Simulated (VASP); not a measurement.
Write the native input for VASP 6.6.1 that does the following.

| Item | Value |
| --- | --- |
| Task | single point |
| Functional | PBEsol |
| Potentials or basis | VASP PAW PBE potentials, release 64 (Pb_d) |
| Cutoff | 520 eV |
| k mesh | 12 × 12 × 6 |
| Occupations | fermi-dirac, width 0.1 eV |
| Spin | no spin polarisation |
| Dipole correction | no |
| Further INCAR settings | ALGO = Normal; EDIFF = 1e-07; NBANDS = 21 |

The structure of Pb lies in POSCAR:

```
Pb
1.0
    3.5219699253      0.0000000000      0.0000000000
   -1.7609849627      3.0501154267      0.0000000000
    0.0000000000      0.0000000000      5.7764149293
Pb
2
Direct
    0.3333333333      0.6666666667      0.2500000000
    0.6666666667      0.3333333333      0.7500000000
```

This isn't the form of Pb at room conditions, which is fcc.

These files were run (other wordings do the same):

INCAR

```
SYSTEM = Pb
PREC = Accurate
ENCUT = 520
EDIFF = 1E-7
ISMEAR = -1
SIGMA = 0.1
LREAL = .False.
LASPH = .True.
NELM = 100
ALGO = Normal
ISIF = 2
LWAVE = .False.
LCHARG = .True.
GGA = PS
LELF = .True.
LVHAR = .True.
NBANDS = 21
```

KPOINTS

```
Automatic mesh
0
Gamma
  12 12 6
  0 0 0
```

Potentials or basis: VASP PAW PBE potentials, release 64 (Pb_d).

Command:

```sh
$ cat potpaw_PBE.64/Pb_d/POTCAR > POTCAR
$ mpirun -np 1 vasp_std > vasp.out
```

Results of the run:

- Pressure: -1.8 GPa
- Band gap on the k mesh: zero (bands 14 and 15 overlap by 7.70 eV)

Caveat: the PAW data sets were made with another functional, which shifts forces and pressure a little; spin-orbit coupling is left out, which moves the levels of the heavy elements.

It took 31 s on 1 thread of Intel(R) Xeon(R) 6975P-C (Granite Rapids), with other jobs on the host, peak memory 0.22 GiB.
